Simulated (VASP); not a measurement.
Input of a VASP 6.6.1 run:

Contents of INCAR:

```
PREC     = Accurate       # precision mode
ENCUT    = 520            # plane-wave cutoff, eV
EDIFF    = 1E-6           # SCF threshold, eV
ISMEAR   = 0              # smearing method
SIGMA    = 0.05           # smearing width, eV
LREAL    = False          # projectors in reciprocal space
LASPH    = True           # aspherical terms in the spheres
NELM     = 60             # most SCF steps
ALGO     = Normal         # electronic algorithm
ISIF     = 2              # what is computed and relaxed
LWAVE    = False          # write WAVECAR
LCHARG   = False          # write CHGCAR
GGA      = PS             # functional
NBANDS   = 26             # bands
```

KPOINTS

```
regular mesh
0
Gamma
  9 9 4
```

File POSCAR:

```
MgO
1.0
    3.2553371795      0.0000000000      0.0000000000
   -1.6276685897      2.8192046953      0.0000000000
    0.0000000000      0.0000000000     10.4149514991
Mg O
4 4
Direct
    0.3333333333      0.6666666667      0.9695963559
    0.0000000000      0.0000000000      0.2209473890
    0.0000000000      0.0000000000      0.7209473890
    0.6666666667      0.3333333333      0.4695963559
    0.3333333333      0.6666666667      0.7799156657
   -0.0798688387      0.0000000000      0.5045746589
    0.0000000000      0.0000000000      0.0295387694
    0.6666666667      0.3333333333      0.2799156657
```

Potentials or basis: VASP PAW PBE potentials, release 64 (Mg, O).

The run is started by

```console
$ cat potpaw_PBE.64/Mg/POTCAR potpaw_PBE.64/O/POTCAR > POTCAR
$ mpirun -np 1 vasp_std > vasp.out
```

(1) What does it give for the band gap on the k mesh?

(2) What does it give for the pressure?

(3) What does it give for the largest force?

## Answers

(1) 2.63 eV, direct.

(2) 2.9 GPa.

(3) 5.793 eV/Å.

Caveat: the cell differs from its parent crystal (atom 6 (O) moved by -0.260 Å along [1 0 0] and -0.260 Å along [0 0 1]); the PAW data sets were made with another functional, which shifts forces and pressure a little.
